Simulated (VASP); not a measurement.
Write the native input for VASP 6.6.1 that does the following.

* Task: single point
* Functional: PBE
* Potentials or basis: VASP PAW PBE potentials, release 64 (Zn)
* Cutoff: 520 eV
* k mesh: 6 × 6 × 6
* Occupations: gaussian, width 0.1 eV
* Spin: no spin polarisation
* Dipole correction: no
* Further INCAR settings: ALGO = Normal; EDIFF = 1e-07; NBANDS = 19

The structure of Zn lies in POSCAR:

```
Zn
1.0
    0.0000000000      4.4420841971      1.9119048319
    1.9317239424      0.0000000000      1.9119048319
    1.9317239424      4.4420841971      0.0000000000
Zn
2
Direct
    0.1406346065      0.8593653935      0.1406346065
    0.8593653935      0.1406346065      0.8593653935
```

These files were run (other wordings do the same):

INCAR

```
SYSTEM = Zn
ALGO = Normal
EDIFF = 1E-7
ENCUT = 520
GGA = PE
ISIF = 2
ISMEAR = 0
LASPH = .True.
LCHARG = .False.
LREAL = .False.
LWAVE = .False.
NBANDS = 19
NELM = 100
PREC = Accurate
SIGMA = 0.1
```

KPOINTS

```
k-points
0
Gamma
  6 6 6
  0 0 0
```

Potentials or basis: VASP PAW PBE potentials, release 64 (Zn).

Run with:

```bash
$ cat potpaw_PBE.64/Zn/POTCAR > POTCAR
$ mpirun -np 1 vasp_std > vasp.out
```

It gave:

```yaml
Pressure: 0.5 GPa
Largest_force: 0.030 eV/Å
Band_gap_on_the_k_mesh: zero (bands 12 and 13 overlap by 4.07 eV)
```

Caveat: the k points lie up to 0.40 Å⁻¹ apart, too coarse for converged energies and pressures of a metal.

Wall time 14 s on 1 thread of AMD EPYC 9R45 96-Core Processor (Zen 5), on a shared host, peak memory 0.14 GiB.
